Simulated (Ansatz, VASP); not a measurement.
# HgTe in VASP and in Ansatz

INCAR

```
PREC     = Accurate       # precision mode
ENCUT    = 520            # plane-wave cutoff, eV
EDIFF    = 1E-7           # SCF threshold, eV
ISMEAR   = 0              # smearing method
SIGMA    = 0.1            # smearing width, eV
LREAL    = False          # projectors in reciprocal space
LASPH    = True           # aspherical terms in the spheres
NELM     = 100            # most SCF steps
ALGO     = Normal         # electronic algorithm
ISIF     = 2              # what is computed and relaxed
LWAVE    = False          # write WAVECAR
LCHARG   = False          # write CHGCAR
GGA      = PE             # functional
NBANDS   = 16             # bands
```

KPOINTS

```
Automatic mesh
0
Gamma
  9 9 9
```

Contents of POSCAR:

```
HgTe
1.0
    4.7019745438      0.0000000000      0.0000000000
   -2.3509872719      4.0720294029      0.0000000000
    2.3509872719     -1.3573431343      3.8391461386
Hg Te
1 1
Direct
    0.0000000000      0.0000000000      0.0000000000
    0.7500000000      0.2500000000      0.7500000000
```

Input for Ansatz:

```yaml
crystal:
  lattice:
    - [4.7019745438, 0.0, 0.0]
    - [-2.3509872719, 4.0720294029, 0.0]
    - [2.3509872719, -1.3573431343, 3.8391461386]
  atoms:
    - { symbol: Hg, position: [0.0, 0.0, 0.0] }
    - { symbol: Te, position: [0.75, 0.25, 0.75] }
basis:
  ecutwfc: 420
kpoints:
  mp_grid: { grid: [9, 9, 9] }
hamiltonian:
  xc: pbe
scf:
  occupations: { method: gaussian, width: 0.1 }
output:
  forces: true
  stress: true
  eigenvalues: true
```

Alike in both runs: task single point; functional PBE; k mesh 9 × 9 × 9; occupations gaussian, width 0.1 eV; no spin polarisation.

|  | VASP | Ansatz |
| --- | --- | --- |
| version | VASP 6.6.1 | Ansatz 0.2.0 |
| potentials or method | VASP PAW PBE potentials, release 64 (Hg, Te), cutoff 520 eV | scalar-relativistic, plane waves, PAW |
| valence electrons in the cell | 18 | 36 |

Ansatz gave:

* gap on the k mesh at the Fermi level (eV): none
* pressure (GPa): 0.0

Which values does VASP return?

gap on the k mesh at the Fermi level (eV): none; pressure (GPa): 0.1.

A gap of «none» marks a metal or a gap that the smearing closes. VASP's potentials hold 18 valence electrons a cell and Ansatz's 36, so a difference there can come from the potentials and not from the codes.

Spin-orbit coupling is off throughout.
